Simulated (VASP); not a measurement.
Set up this calculation in VASP 6.6.1, as the native input.

```
Task                   : single point
Functional             : PBE
Potentials or basis    : VASP PAW PBE potentials, release 64 (Mg, S)
Cutoff                 : 520 eV
k mesh                 : 2 × 2 × 2, shifted
Occupations            : fermi-dirac, width 0.2241 eV
Spin                   : no spin polarisation
Dipole correction      : no
Further INCAR settings : LREAL = Auto; ALGO = Normal; EDIFF = 1e-07; NBANDS = 46
```

The structure of MgS lies in POSCAR:

```
MgS
1.0
    5.3712631248      0.0000000000     -5.3712631248
    0.0000000000      5.3712631248     -5.3712631248
    5.3712631248      5.3712631248      0.0000000000
Mg S
8 8
Direct
    0.5531816131      0.5219587897      0.0122267330
    0.4795765801      0.5266487480      0.4990731114
    0.4678798900     -0.0145557941      0.0047646148
    0.4759500588     -0.0229571699      0.5722907124
    0.0509017141      0.4738417093      0.0240992662
    0.0089262989      0.5095945658      0.4404138179
   -0.0633248627     -0.0359091513     -0.0037947312
   -0.0371538306      0.0157432243      0.5381378519
    0.2868022780      0.2801602649      0.7285380383
    0.2995749720      0.2148118558      0.1948145112
    0.2431854425      0.7740318996      0.7374695501
    0.2185328614      0.6919488794      0.2563100090
    0.7340956696      0.2688566854      0.7582806698
    0.7885927205      0.2285294858      0.2019912216
    0.7627381874      0.7542126323      0.7479446467
    0.7571115779      0.7383867459      0.2709918442
```

This cell differs from its parent crystal: dynamics (nvt langevin) at 2600 K, volume x 1.1, from the last frame before.

These files were run (other wordings do the same):

INCAR

```
ALGO = Normal
EDIFF = 1E-7
ENCUT = 520
GGA = PE
ISIF = 2
ISMEAR = -1
LASPH = T
LCHARG = F
LREAL = Auto
LWAVE = F
NBANDS = 46
NELM = 100
PREC = Accurate
SIGMA = 0.2241
```

KPOINTS

```
Automatic mesh
0
Gamma
  2 2 2
  0.5 0.5 0.5
```

Potentials or basis: VASP PAW PBE potentials, release 64 (Mg, S).

Launch:

```bash
$ cat potpaw_PBE.64/Mg/POTCAR potpaw_PBE.64/S/POTCAR > POTCAR
$ mpirun -np 1 vasp_std > vasp.out
```

Results of the run:

```
Pressure               : 1.6 GPa
Largest force          : 4.920 eV/Å
Band gap on the k mesh : 2.63 eV
```

Caveat: the atoms stand as in a frame of molecular dynamics; a shifted mesh leaves out Γ, where band edges can lie; forces of over 1 eV/Å act on the atoms, so gaps and moduli don't describe the material at rest.

It took 11 min on 1 thread of AMD EPYC 7R13, with other jobs on the host, peak memory 0.45 GiB.
